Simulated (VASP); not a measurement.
# HoNb2As3 (I4/mmm) in VASP: notebook

The runs below take HoNb2As3 through relaxation of cell and atoms, single point, with PBE.

Program: VASP 6.6.1. These are calculated values, not measurements. Logs are shortened: lines on timing, memory, paths and dates and some standing lists are left out, and cuts for length are marked.

### Step 1. The cell of the first run

Symmetry: I4/mmm, No. 139, tetragonal system. The conventional cell has a = 5.745 Å, b = 5.745 Å, c = 7.965 Å, α = 90.00°, β = 90.00°, γ = 90.00°. Ho (site symmetry 4/mmm) has 4 As at 2.87 Å and 8 Nb at 3.49 Å within 3.8 Å. Nb (site symmetry -4m2) has 2 As at 1.99 Å within 2.6 Å. Within 2.6 Å of As (site symmetry mmm) lie 2 Nb at 1.99 Å. As (site symmetry 4/mmm) has 4 As at 2.87 Å and 8 Nb at 3.49 Å within 3.8 Å.

The cell was generated, and may not be a known phase.

### Step 2. Relaxation of cell and atoms, PBE

Contents of INCAR:

```
SYSTEM = HoNb2As3
PREC = Accurate
ENCUT = 500
EDIFF = 1E-7
ISMEAR = 0
SIGMA = 0.1
LREAL = .FALSE.
LASPH = .TRUE.
NELM = 200
ALGO = Normal
ISIF = 3
LWAVE = .FALSE.
LCHARG = .FALSE.
GGA = PE
IBRION = 2
NSW = 90
EDIFFG = -0.04
GGA_COMPAT = .FALSE.
NELMIN = 4
LMAXMIX = 6
```

Contents of KPOINTS:

```
Automatic mesh
0
G
  4 4 4
  0 0 0
```

Contents of POSCAR:

```
HoNb2As3
1.0
   -2.8722750400      2.8722750400      3.9823766200
    2.8722750400     -2.8722750400      3.9823766200
    2.8722750400      2.8722750400     -3.9823766200
Ho Nb As
1 2 3
Direct
    0.5000000000      0.5000000000      0.0000000000
    0.7500000000      0.2500000000      0.5000000000
    0.2500000000      0.7500000000      0.5000000000
    0.5000000000      0.0000000000      0.5000000000
    0.0000000000      0.5000000000      0.5000000000
    0.0000000000      0.0000000000      0.0000000000
```

Potentials or basis: VASP PAW PBE potentials, release 64 (Ho_3, Nb_sv, As), 4f in core.

Launch:

```bash
$ cat potpaw_PBE.64/Ho_3/POTCAR potpaw_PBE.64/Nb_sv/POTCAR potpaw_PBE.64/As/POTCAR > POTCAR
$ mpirun -np 1 vasp_std > vasp.out
```

OUTCAR:

```text
SYSTEM = HoNb2As3
   PREC = Accurate
   ENCUT = 500
   EDIFF = 1E-7
   ISMEAR = 0
   LREAL = .FALSE.
   LASPH = .TRUE.
   NELM = 200
   ISIF = 3
   GGA = PE
   IBRION = 2
   NSW = 90
   EDIFFG = -0.04
   NELMIN = 4

 ion  position               nearest neighbor table
   1  0.500  0.500  0.000-   4 2.87   5 2.87   4 2.87   5 2.87
   2  0.750  0.250  0.500-   4 1.99   5 1.99
   3  0.250  0.750  0.500-   4 1.99   5 1.99
   4  0.500  0.000  0.500-   2 1.99   3 1.99   1 2.87   6 2.87   1 2.87   6 2.87
   5  0.000  0.500  0.500-   2 1.99   3 1.99   1 2.87   6 2.87   6 2.87   1 2.87
   6  0.000  0.000  0.000-   4 2.87   5 2.87   5 2.87   4 2.87

  LATTYP: Found a body centered tetragonal cell.
 ALAT       =     5.7445500800
 C/A-ratio  =     1.3864886073

  Lattice vectors:

 A1 = (  -2.8722750400,   2.8722750400,   3.9823766200)
 A2 = (   2.8722750400,  -2.8722750400,   3.9823766200)
 A3 = (   2.8722750400,   2.8722750400,  -3.9823766200)

Analysis of symmetry for initial positions (statically):
=====================================================================
 Subroutine PRICEL returns:
 Original cell was already a primitive cell.

 Routine SETGRP: Setting up the symmetry group for a
 body centered tetragonal supercell.

 Subroutine GETGRP returns: Found 16 space group operations
 (whereof 16 operations were pure point group operations)
 out of a pool of 16 trial point group operations.

The static configuration has the point symmetry D_4h.

Analysis of symmetry for dynamics (positions and initial velocities):
=====================================================================
 Subroutine PRICEL returns:
 Original cell was already a primitive cell.

 Routine SETGRP: Setting up the symmetry group for a
 body centered tetragonal supercell.

 Subroutine GETGRP returns: Found 16 space group operations
 (whereof 16 operations were pure point group operations)
 out of a pool of 16 trial point group operations.

The dynamic configuration has the point symmetry D_4h.

 Subroutine INISYM returns: Found 16 space group operations
 (whereof 16 operations are pure point group operations),
 and found     1 'primitive' translations

----------------------------------------------------------------------------------------

                                     Primitive cell

  volume of cell :     131.4179

  direct lattice vectors                    reciprocal lattice vectors
[... 75 lines left out ...]
   ISTART =      0    job   : 0-new  1-cont  2-samecut
   ICHARG =      2    charge: 1-file 2-atom 10-const
   ISPIN  =      1    spin polarized calculation?
   LNONCOLLINEAR =      F non collinear calculations
   LSORBIT =      F    spin-orbit coupling
   LASPH  =      T    aspherical Exc in radial PAW
   ENCUT  =  500.0 eV  36.75 Ry    6.06 a.u.  10.37 10.37 10.37*2*pi/ulx,y,z
   NELM   =    200;   NELMIN=  4; NELMDL= -5     # of ELM steps
   EDIFF  = 0.1E-06   stopping-criterion for ELM
   LREAL  =      F    real-space projection
   EDIFFG = -.4E-01   stopping-criterion for IOM
   NSW    =     90    number of steps for IOM
   IBRION =      2    ionic relax: 0-MD 1-quasi-New 2-CG
   NFREE  =      1    steps in history (QN), initial steepest desc. (CG)
   ISIF   =      3    stress and relaxation
   ISYM   =      2    0-nonsym 1-usesym 2-fastsym
   POTIM  = 0.5000    time-step for ionic-motion
   TEBEG  =    0.0;   TEEND  =   0.0 temperature during run
   PSTRESS=    0.0 pullay stress
   NELECT =      50.0000    total number of electrons
   NUPDOWN=      -1.0000    fix difference up-down
   EMIN   =  10.00;   EMAX   =-10.00  energy-range for DOS
   EFERMI =   0.00;   METHOD = LEGACY
   ISMEAR =     0;   SIGMA  =   0.10  broadening in eV -4-tet -1-fermi 0-gaus
   EFERMI_NEDOS =   21; number of points for ismear=-14 and -15
   IALGO  =     38    algorithm
   IMIX   =      4    mixing-type and parameters
     AMIX     =   0.40;   BMIX     =  1.00
     AMIX_MAG =   1.60;   BMIX_MAG =  1.00
  volume/ion in A,a.u.               =      21.90       147.81
  Fermi-wavevector in a.u.,A,eV,Ry     =   1.186260  2.241707 19.146306  1.407214
  Thomas-Fermi vector in A             =   2.322437
   LORBIT       =      0    0 simple, 1 ext, 2 COOP (PROOUT), +10 PAW based schemes
   GGA     = PE    functional components
   LHFCALC =     F    Hartree Fock is set to
   AEXX    =    0.0000 exact exchange contribution
   IVDW    =     0    specifies the selected vdW correction
   LEPSILON=     F    determine dielectric tensor
   LRPA    =     F    only Hartree local field effects (RPA)
 conjugate gradient relaxation of ions
 non-spin polarized calculation
 Gauss-broadening in eV      SIGMA  =   0.10
  energy-cutoff  :      500.00
  volume of cell :      131.42
 maximum number of plane-waves:      3357
 NGX is ok and might be reduce to    42
   NGX = 21   NGY = 21   NGZ = 21

--------------------------------------- Ionic step        1  -------------------------------------------

 number of electron      49.9999999 magnetization

 Free energy of the ion-electron system (eV)
  ---------------------------------------------------
  ext. energy  EPLUGINS =         0.00000000
  ---------------------------------------------------
  free energy    TOTEN  =       -25.53116747 eV

  energy without entropy =      -25.50102756  energy(sigma->0) =      -25.51609752

------------------------ aborting loop because EDIFF is reached ----------------------------------------

  FORCE on cell =-STRESS in cart. coord.  units (eV):
  Direction    XX          YY          ZZ          XY          YZ          ZX
  --------------------------------------------------------------------------------------
  -------------------------------------------------------------------------------------
  Total       -4.1437427     -4.1437427    111.0032306      0.0000000      0.0000000      0.0000000
  in kB      -50.5183313    -50.5183313   1353.2929880      0.0000000      0.0000000      0.0000000
  external PRESSURE =     417.4187751 kB  Pullay stress =       0.0000000 kB
[... 976 lines left out ...]
     29       5.9117      0.00000
     30       6.0362      0.00000

[... ionic steps 4 to 9 ...]

--------------------------------------- Ionic step       10  -------------------------------------------

 number of electron      50.0000003 magnetization

------------------------ aborting loop because EDIFF is reached ----------------------------------------
[... 75 lines left out ...]
--------------------------------------- Ionic step       12  -------------------------------------------

 number of electron      50.0000003 magnetization

 Free energy of the ion-electron system (eV)
  ---------------------------------------------------
  ext. energy  EPLUGINS =         0.00000000
  ---------------------------------------------------
  free energy    TOTEN  =       -36.39329902 eV

  energy without entropy =      -36.37915013  energy(sigma->0) =      -36.38622458

 E-fermi :   5.2827     XC(G=0): -10.1631

 val. band max:        5.2171630397   @ k =  -0.2500   0.2500   0.2500
 cond. band min:       5.2917434852   @ k =   0.2500   0.2500   0.2500
 fundamental gap:      0.0745804455
 Fermi energy:         5.2826767386
[... 460 lines left out ...]
  FREE ENERGIE OF THE ION-ELECTRON SYSTEM (eV)
  ---------------------------------------------------
  free  energy   TOTEN  =       -36.3932990194 eV

  energy  without entropy=      -36.3791501316  energy(sigma->0) =      -36.38622458

 reached required accuracy - stopping structural energy minimisation
```

OSZICAR:

```text
N       E                     dE             d eps       ncg     rms          rms(c)
DAV:   1     0.596137161098E+03    0.59614E+03   -0.23071E+04   812   0.156E+03
DAV:   2     0.456663520337E+02   -0.55047E+03   -0.53758E+03  1140   0.605E+02
DAV:   3    -0.179748193732E+02   -0.63641E+02   -0.61330E+02  1424   0.167E+02
DAV:   4    -0.264541349700E+02   -0.84793E+01   -0.82440E+01  1440   0.400E+01
[... 186 lines left out ...]
DAV:   5    -0.363932964774E+02   -0.10344E-04   -0.84120E-05  1352   0.453E-02    0.287E-02
DAV:   6    -0.363933012380E+02   -0.47606E-05   -0.30109E-05  1416   0.326E-02    0.150E-02
DAV:   7    -0.363932998593E+02    0.13787E-05   -0.11260E-05  1298   0.174E-02    0.326E-03
DAV:   8    -0.363932990983E+02    0.76101E-06   -0.25299E-06  1392   0.980E-03    0.172E-03
DAV:   9    -0.363932990194E+02    0.78924E-07   -0.22430E-07   758   0.281E-03
  12 F= -.36393299E+02 E0= -.36386225E+02  d E =-.846868E-03
```

CONTCAR:

```text
HoNb2As3
   1.00000000000000
    -2.7222674487999585    2.7222674487999585    4.9297341991288066
     2.7222674487999585   -2.7222674487999585    4.9297341991288066
     2.7222674487999585    2.7222674487999585   -4.9297341991288066
  Ho              Nb              As
     1     2     3
Direct
     0.5000000000000000    0.5000000000000000    0.0000000000000000
     0.7500000000000000    0.2500000000000000    0.5000000000000000
     0.2500000000000000    0.7500000000000000    0.5000000000000000
     0.5000000000000000    0.0000000000000000    0.5000000000000000
     0.0000000000000000    0.5000000000000000    0.5000000000000000
     0.0000000000000000    0.0000000000000000    0.0000000000000000

  0.00000000E+00  0.00000000E+00  0.00000000E+00
  0.00000000E+00  0.00000000E+00  0.00000000E+00
  0.00000000E+00  0.00000000E+00  0.00000000E+00
  0.00000000E+00  0.00000000E+00  0.00000000E+00
  0.00000000E+00  0.00000000E+00  0.00000000E+00
  0.00000000E+00  0.00000000E+00  0.00000000E+00
```

Wall time 18 min (1 thread of Intel Xeon 6975P-C (Granite Rapids), shared host); peak memory 0.31 GiB.

What came out:

- Free energy: -36.3933 eV
- Relaxed volume: 24.36 Å³/atom
- Relaxed cell: a = 6.255 Å, b = 6.255 Å, c = 6.255 Å, α = 128.40°, β = 128.40°, γ = 75.98°
- Space group after relaxing (to 0.1 Å): I4/mmm (No. 139)
- Energy gained by relaxing: 1810.4 meV/atom
- Ionic steps: 12
- Pressure after relaxing: -0.1 GPa
- Band gap on the k mesh: zero (bands 25 and 26 overlap by 0.07 eV)

The path:
| step | energy change (eV) | largest force (eV/Å) | pressure (GPa) | volume (Å³) |
| --- | --- | --- | --- | --- |
| 1 | 0.0000 | 0.0000 | 41.74 | 131.42 |
| 2 | 0.1153 | 0.0000 | -14.67 | 232.41 |
| 3 | -9.5126 | 0.0000 | -10.79 | 173.32 |
| 4 | -10.1801 | 0.0000 | -8.92 | 167.13 |
| 5 | -10.4260 | 0.0000 | -2.21 | 156.34 |
| 6 | -10.5191 | 0.0000 | -5.45 | 160.51 |
| 7 | -10.5230 | 0.0000 | -4.97 | 159.81 |
| 8 | -10.8576 | 0.0000 | 0.35 | 144.93 |
| 9 | -10.8614 | 0.0000 | -0.26 | 146.21 |
| 10 | -10.8613 | 0.0000 | -0.38 | 146.48 |
| 11 | -10.8611 | 0.0000 | 0.22 | 145.75 |
| 12 | -10.8621 | 0.0000 | -0.10 | 146.13 |

Final structure:
```
Ho Nb As
1.0
    -2.72227    2.72227    4.92973
     2.72227   -2.72227    4.92973
     2.72227    2.72227   -4.92973
Ho Nb As
1 2 3
Cartesian
  0.0000 0.0000 4.9297
  0.0000 2.7223 2.4649
  2.7223 0.0000 2.4649
  0.0000 2.7223 0.0000
  2.7223 0.0000 0.0000
  0.0000 0.0000 0.0000
```

Caveat: spin-orbit coupling is left out, which moves the levels of the heavy elements; the 4f electrons are frozen in the core, so they carry no moment and show no levels. Spin polarisation is off, so any magnetic state and its effect on volume and gap are missing.

### Step 3. Single point, PBE, collinear spin

This run uses another cell than the first one, of 24.27 Å³/atom.

Contents of INCAR:

```
SYSTEM = HoNb2As3
PREC = Accurate
ENCUT = 500
EDIFF = 1E-6
ISMEAR = 0
SIGMA = 0.1
LREAL = .False.
LASPH = .True.
NELM = 200
ALGO = Normal
ISIF = 2
LWAVE = .False.
LCHARG = .False.
ISPIN = 2
MAGMOM = 0 1 1 0 0 0
LORBIT = 11
LMAXMIX = 6
GGA = PE
NBANDS = 38
GGA_COMPAT = .False.
```

Contents of KPOINTS:

```
regular mesh
0
Gamma
  4 4 4
  0 0 0
```

Edit POSCAR of step 2 so:

```diff
@@ -2,5 +2,5 @@
 1.0
-   -2.8722750400      2.8722750400      3.9823766200
-    2.8722750400     -2.8722750400      3.9823766200
-    2.8722750400      2.8722750400     -3.9823766200
+   -2.7175633589      2.7175633589      4.9297845371
+    2.7175633589     -2.7175633589      4.9297845371
+    2.7175633589      2.7175633589     -4.9297845371
 Ho Nb As
```

Potentials or basis: VASP PAW PBE potentials, release 64 (Ho_3, Nb_sv, As), 4f in core.

Launch:

```bash
$ cat potpaw_PBE.64/Ho_3/POTCAR potpaw_PBE.64/Nb_sv/POTCAR potpaw_PBE.64/As/POTCAR > POTCAR
$ mpirun -np 1 vasp_std > vasp.out
```

Run time: 6.2 min. Hardware: 1 thread of Intel Xeon 6975P-C (Granite Rapids), shared host; peak memory 0.45 GiB.

It converged, with:

| Item | Value |
| --- | --- |
| Free energy | -36.4123 eV |
| Pressure | 0.2 GPa |
| Band gap on the k mesh | zero (filled and empty bands overlap) |
| Net moment | 0.00 μB per cell |
| Valence electrons inside the program's atomic spheres | Ho 8.33; Nb 10.51; As 2.95, 2.59 (each value once) |

Levels at points of the mesh, in eV from the Fermi level:
Spin up:
```tsv
k point	band 21	band 22	band 23	band 24	band 25	band 26	band 27	band 28	band 29	band 30
(0.00, 0.00, 0.00)	-1.31	-1.23	-1.09	-0.13	-0.13	0.85	0.85	1.18	1.70	1.70
(0.50, 0.00, 0.00)	-1.25	-0.69	-0.65	-0.60	-0.08	0.19	0.46	0.65	1.01	1.35
(0.50, 0.50, 0.00)	-1.28	-1.24	-1.07	-0.52	-0.47	0.31	0.44	0.44	0.61	1.00
(0.50, 0.50, 0.50)	-1.17	-1.17	-1.04	-0.85	-0.62	0.91	1.11	1.30	1.56	1.82
```
Spin down:
| k point | band 21 | band 22 | band 23 | band 24 | band 25 | band 26 | band 27 | band 28 | band 29 | band 30 |
| --- | --- | --- | --- | --- | --- | --- | --- | --- | --- | --- |
| (0.00, 0.00, 0.00) | -1.31 | -1.23 | -1.09 | -0.13 | -0.13 | 0.85 | 0.85 | 1.18 | 1.70 | 1.70 |
| (0.50, 0.00, 0.00) | -1.25 | -0.69 | -0.65 | -0.60 | -0.08 | 0.19 | 0.46 | 0.65 | 1.01 | 1.35 |
| (0.50, 0.50, 0.00) | -1.28 | -1.24 | -1.07 | -0.52 | -0.47 | 0.31 | 0.44 | 0.44 | 0.61 | 1.00 |
| (0.50, 0.50, 0.50) | -1.17 | -1.17 | -1.04 | -0.85 | -0.62 | 0.91 | 1.11 | 1.30 | 1.56 | 1.82 |

Caveat: the magnetic or orbital state may not be the lowest; the moments typed at the start vanished in this run; spin-orbit coupling is left out, which moves the levels of the heavy elements; the 4f electrons are frozen in the core, so they carry no moment and show no levels.

[end of part 1 of 2]

The gap in the log of VASP goes by the Fermi energy; the results here count the filled bands.